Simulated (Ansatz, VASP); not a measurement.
## ZnSe in VASP and in Ansatz

```
Zn Se
1.0
     0.00000    2.83242    2.83242
     2.83242    0.00000    2.83242
     2.83242    2.83242    0.00000
Zn Se
1 1
Direct
  0.00000 0.00000 0.00000
  0.25000 0.25000 0.25000
```

Alike in both runs: task single point; functional PBE; k mesh 6 × 6 × 6; no spin polarisation.

```csv
,VASP,Ansatz
version,VASP 6.6.1,Ansatz 0.2.0
potentials or method,"VASP PAW PBE potentials, release 64 (Zn, Se)","plane waves, PAW"
plane-wave cutoff (eV),520,420
occupations,"gaussian, width 0.01 eV",fixed
valence electrons in the cell,18,28
```

```csv
,VASP,Ansatz,Ansatz less VASP
gap on the k mesh at the Fermi level (eV),1.29,1.29,-0.002
```

VASP's potentials hold 18 valence electrons a cell and Ansatz's 28, so a difference there can come from the potentials and not from the codes.
